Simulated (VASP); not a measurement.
# MgBe2Te3 (P4mm) in VASP: a series of runs, part 3 of 3

VASP 6.6.1.

## (4) Single point, PBE

This run uses another cell than the first one, of 27.04 Å³/atom, 1.384 times its volume.

File INCAR:

```
PREC = Accurate
ENCUT = 520
EDIFF = 1E-6
ISMEAR = 0
SIGMA = 0.1
LREAL = False
LASPH = True
NELM = 60
ALGO = Normal
ISIF = 2
LWAVE = False
LCHARG = False
GGA = PE
NBANDS = 21
```

File KPOINTS:

```
regular mesh
0
Gamma
  4 4 4
```

File POSCAR:

```
MgBe2Te3
1.0
    4.7320733094      0.0000000000      0.0000000000
    0.0000000000      4.7320733094      0.0000000000
    0.0000000000      0.0000000000      7.2463734802
Mg Be Te
1 2 3
Direct
    0.5000000000      0.5000000000      0.4899068676
    0.5000000000      0.5000000000      0.1119562649
    0.0000000000      0.0000000000      0.8555676390
    0.5000000000      0.0000000000      0.0092928409
    0.0000000000      0.5000000000      0.0092928409
    0.0000000000      0.0000000000      0.5239835768
```

Run with:

```sh
> cat potpaw_PBE.64/Mg/POTCAR potpaw_PBE.64/Be/POTCAR potpaw_PBE.64/Te/POTCAR > POTCAR
> mpirun -np 1 vasp_std > vasp.out
```

Wall time 36 s (1 thread of AMD EPYC 9R45 (Zen 5), shared host); peak memory 0.24 GiB.

The run converged. Its results:

```
Free energy            : -17.7845 eV
Pressure               : 0.0 GPa
Largest force          : 0.022 eV/Å
Band gap on the k mesh : zero (band 12 reaches 5.83 eV, above the bottom of band 13 at 3.65 eV)
```

Forces on the atoms (eV/Å):
```
Mg   0.000  0.000  0.006
Be   0.000  0.000  0.009
Be   0.000  0.000  0.018
Te   0.000  0.000 -0.022
Te   0.000  0.000 -0.022
Te   0.000  0.000  0.011
```

Stress tensor (GPa, compression positive):
```
 0.12  0.00  0.00
 0.00  0.12  0.00
 0.00  0.00 -0.25
```

Levels at points of the mesh, in eV from the Fermi level:
```csv
k point,band 9,band 10,band 11,band 12,band 13,band 14,band 15,band 16
"(0.00, 0.00, 0.00)",-1.44,-1.08,-0.60,-0.59,-0.59,-0.35,2.12,3.35
"(0.50, 0.00, 0.00)",-2.93,-2.86,-1.04,-0.92,1.12,2.49,2.81,3.72
"(0.50, 0.50, 0.00)",-2.48,-2.48,-1.37,0.27,1.68,1.95,4.24,4.91
"(0.00, 0.00, 0.50)",-1.64,-0.68,-0.54,-0.49,-0.49,-0.13,1.91,3.53
"(0.50, 0.00, 0.50)",-2.41,-2.09,-1.75,-1.09,0.23,2.61,2.94,3.17
"(0.50, 0.50, 0.50)",-1.82,-1.43,-1.43,1.60,1.68,1.95,2.33,3.46
```

Caveat: spin-orbit coupling is left out, which moves the levels of the heavy elements.

## (5) Relaxation of cell and atoms, PBE

File INCAR:

```
PREC = Accurate
ENCUT = 600
EDIFF = 1E-7
ISMEAR = 0
SIGMA = 0.1
LREAL = False
LASPH = True
NELM = 60
ALGO = Normal
ISIF = 3
LWAVE = False
LCHARG = False
GGA = PE
IBRION = 2
NSW = 90
EDIFFG = -0.04
```

File KPOINTS:

```
regular mesh
0
Gamma
  4 4 2
```

File POSCAR:

```
MgBe2Te3
1.0
    3.7767200900      0.0000000000      0.0000000000
    0.0000000000      3.7767200900      0.0000000000
    0.0000000000      0.0000000000      8.2197210000
Mg Be Te
1 2 3
Direct
    0.5000000000      0.5000000000      0.6236239100
    0.5000000000      0.5000000000      0.2665635600
    0.0000000000      0.0000000000      0.7339377400
    0.5000000000      0.0000000000      0.9983087800
    0.0000000000      0.5000000000      0.9983087800
    0.0000000000      0.0000000000      0.3792572600
```

Run with:

```sh
> cat potpaw_PBE.64/Mg/POTCAR potpaw_PBE.64/Be/POTCAR potpaw_PBE.64/Te/POTCAR > POTCAR
> mpirun -np 1 vasp_std > vasp.out
```

It took 13 min on 1 thread of AMD EPYC 9R45 (Zen 5), shared host; peak memory 0.24 GiB.

It converged, with:

| Quantity | Value |
| --- | --- |
| Free energy | -17.7609 eV |
| Relaxed volume | 27.23 Å³/atom |
| Relaxed cell | a = 4.743 Å, b = 4.743 Å, c = 7.264 Å, α = 90.00°, β = 90.00°, γ = 90.00° |
| Space group after relaxing (to 0.05 Å) | P4mm (No. 99) |
| Energy gained by relaxing | 827.1 meV/atom |
| Ionic steps | 50 |
| Pressure after relaxing | -0.1 GPa |
| Largest force after relaxing | 0.035 eV/Å |
| Band gap on the k mesh | zero (band 12 reaches 5.76 eV, above the bottom of band 13 at 3.58 eV) |

Forces in eV/Å, atoms in the order of the input:
```
Mg   0.000  0.000  0.035
Be   0.000  0.000  0.030
Be   0.000  0.000 -0.029
Te   0.000  0.000 -0.019
Te   0.000  0.000 -0.019
Te   0.000  0.000  0.002
```

Stress tensor (GPa, compression positive):
```
-0.16  0.00  0.00
 0.00 -0.16  0.00
 0.00  0.00 -0.08
```

The path:
| step | energy change (eV) | largest force (eV/Å) | pressure (GPa) | volume (Å³) |
| --- | --- | --- | --- | --- |
| 1 | 0.0000 | 1.1737 | 15.89 | 117.24 |
| 3 | -1.7943 | 1.0408 | -1.92 | 148.39 |
| 5 | -2.7071 | 2.5697 | 3.04 | 135.59 |
| 7 | -2.7295 | 1.7423 | 1.91 | 137.05 |
| 9 | -2.8342 | 2.7310 | 2.55 | 137.18 |
| 11 | -3.1180 | 2.5102 | 1.49 | 140.55 |
| 13 | -3.6828 | 1.1377 | -3.25 | 154.89 |
| 15 | -4.0491 | 0.6314 | -0.09 | 141.84 |
| 17 | -4.0989 | 0.5438 | 0.15 | 141.10 |
| 19 | -4.2294 | 0.6650 | 1.90 | 139.99 |
| 21 | -4.2752 | 0.6220 | 1.09 | 140.84 |
| 23 | -4.5045 | 0.8542 | 0.96 | 145.29 |
| 25 | -4.5965 | 1.6625 | 1.21 | 149.64 |
| 27 | -4.7603 | 0.7235 | -1.10 | 160.65 |
| 29 | -4.8738 | 0.2906 | 1.02 | 154.12 |
| 31 | -4.8955 | 0.1973 | 0.11 | 157.11 |
| 33 | -4.9050 | 0.1232 | 0.03 | 158.14 |
| 35 | -4.9205 | 0.1218 | 0.34 | 160.07 |
| 37 | -4.9261 | 0.1215 | -0.24 | 163.11 |
| 39 | -4.9315 | 0.1268 | 0.03 | 163.19 |
| 41 | -4.9397 | 0.3488 | -0.17 | 164.12 |
| 43 | -4.9457 | 0.3464 | -0.18 | 164.12 |
| 45 | -4.9518 | 0.3250 | -0.23 | 164.14 |
| 47 | -4.9613 | 0.1071 | 0.04 | 163.08 |
| 49 | -4.9619 | 0.0882 | 0.00 | 163.14 |
| 50 | -4.9628 | 0.0352 | -0.13 | 163.38 |

Final structure:
```xyz
6
Lattice="4.7427 0.0000 0.0000 0.0000 4.7427 0.0000 0.0000 0.0000 7.2638" Properties=species:S:1:pos:R:3 pbc="T T T"
Mg    2.3713    2.3713    3.5261
Be    2.3713    2.3713    0.7966
Be    0.0000    0.0000    6.2321
Te    2.3713    0.0000    0.0758
Te    0.0000    2.3713    0.0758
Te    0.0000    4.7427    3.8212
```

Levels at points of the mesh, in eV from the Fermi level:
```csv
k point,band 8,band 9,band 10,band 11,band 12,band 13,band 14,band 15,band 16
"(0.00, 0.00, 0.00)",-1.40,-1.40,-1.04,-0.58,-0.58,-0.57,-0.33,2.12,3.39
"(0.50, 0.00, 0.00)",-3.23,-2.90,-2.83,-1.00,-0.88,1.13,2.53,2.85,3.75
"(0.50, 0.50, 0.00)",-2.63,-2.43,-2.43,-1.35,0.33,1.65,1.93,4.26,4.88
"(0.00, 0.00, 0.50)",-1.59,-1.59,-0.65,-0.51,-0.49,-0.49,-0.09,1.94,3.53
"(0.50, 0.00, 0.50)",-3.18,-2.37,-2.05,-1.72,-1.05,0.26,2.69,2.99,3.22
"(0.50, 0.50, 0.50)",-2.13,-1.78,-1.39,-1.39,1.61,1.66,1.94,2.37,3.92
```

Caveat: the k points lie up to 0.43 Å⁻¹ apart in the final cell; the volume moved by over 15 % at a fixed basis, so the end points are rough; spin-orbit coupling is left out, which moves the levels of the heavy elements.

## (6) Single point, PBE

This run uses another cell than the first one, of 26.47 Å³/atom, 1.355 times its volume.

File INCAR:

```
SYSTEM = MgBe2Te3
PREC = Accurate ; ENCUT = 520
EDIFF = 1E-6 ; ISMEAR = 0
SIGMA = 0.1 ; LREAL = .False.
LASPH = .True. ; NELM = 100
ALGO = Normal ; ISIF = 2
LWAVE = .False. ; LCHARG = .False.
GGA = PE ; NBANDS = 21
```

File KPOINTS:

```
Automatic mesh
0
Gamma
  8 8 6
  0 0 0
```

File POSCAR:

```
MgBe2Te3
1.0
    4.7237976358      0.0000000000      0.0000000000
    0.0000000000      4.7237976358      0.0000000000
    0.0000000000      0.0000000000      7.1173137258
Mg Be Te
1 2 3
Direct
    0.5000000000      0.5000000000      0.5001071932
    0.5000000000      0.5000000000      0.1103979542
    0.0000000000      0.0000000000      0.8566916386
    0.5000000000      0.0000000000      0.0060439325
    0.0000000000      0.5000000000      0.0060439325
    0.0000000000      0.0000000000      0.5207153792
```

Potentials or basis: VASP PAW PBE potentials, release 64 (Mg, Be, Te).

Run with:

```sh
> cat potpaw_PBE.64/Mg/POTCAR potpaw_PBE.64/Be/POTCAR potpaw_PBE.64/Te/POTCAR > POTCAR
> mpirun -np 1 vasp_std > vasp.out
```

Run time: 97 s. Hardware: 1 thread of AMD EPYC 9R45 (Zen 5), shared host; peak memory 0.35 GiB.

Results (log left out):

- Free energy: -17.8497 eV
- Pressure: 0.1 GPa
- Largest force: 0.021 eV/Å
- Band gap on the k mesh: zero (band 12 reaches 6.06 eV, above the bottom of band 13 at 3.79 eV)

Forces on the atoms (eV/Å):
```
Mg   0.000  0.000 -0.005
Be   0.000  0.000  0.017
Be   0.000  0.000  0.015
Te   0.000  0.000 -0.003
Te   0.000  0.000 -0.003
Te   0.000  0.000 -0.021
```

Levels at points of the mesh, in eV from the Fermi level:
| k point | band 10 | band 11 | band 12 | band 13 | band 14 | band 15 |
| --- | --- | --- | --- | --- | --- | --- |
| (0.00, 0.00, 0.00) | -1.13 | -0.65 | -0.65 | -0.64 | -0.36 | 2.22 |
| (0.50, 0.00, 0.00) | -2.93 | -0.99 | -0.93 | 1.18 | 2.47 | 2.70 |
| (0.50, 0.50, 0.00) | -2.51 | -1.36 | 0.15 | 1.63 | 1.90 | 4.49 |
| (0.00, 0.00, 0.50) | -0.74 | -0.64 | -0.55 | -0.55 | -0.13 | 1.98 |
| (0.50, 0.00, 0.50) | -2.06 | -1.70 | -1.12 | 0.28 | 2.49 | 2.90 |
| (0.50, 0.50, 0.50) | -1.38 | -1.38 | 1.63 | 1.66 | 1.90 | 2.42 |

Caveat: spin-orbit coupling is left out, which moves the levels of the heavy elements.

## (7) The runs side by side

```tsv
task	cell	k mesh	cutoff (eV)	gap on the mesh (eV)	pressure (GPa)	largest force (eV/Å)
single point	a = 3.777, b = 3.777, c = 8.220 Å, 6 atoms	4 × 4 × 2	520	none	15.9	1.17
single point	a = 4.732, b = 4.732, c = 7.246 Å, 6 atoms	4 × 4 × 2	520	none	0.0	0.02
single point	a = 4.732, b = 4.732, c = 7.246 Å, 6 atoms	4 × 4 × 4	520	none	0.0	0.02
relaxation of cell and atoms	relaxed from a = 3.777, b = 3.777, c = 8.220 Å, 6 atoms	4 × 4 × 2	600	none	-0.1	0.04
single point	a = 4.724, b = 4.724, c = 7.117 Å, 6 atoms	8 × 8 × 6	520	none	0.1	0.02
```

Alike in all rows: level PBE; potentials or basis VASP PAW PBE potentials, release 64 (Mg, Be, Te); no spin polarisation; smearing gaussian 0.1 eV.

Caveats: some runs use coarse meshes; spin-orbit coupling is left out, which moves the levels of the heavy elements; forces of over 1 eV/Å act on the atoms, so gaps and moduli don't describe the material at rest (some runs); the volume moved by over 15 % at a fixed basis, so the end points are rough (some runs).

Absolute energies hang on the potentials; compare differences alone.
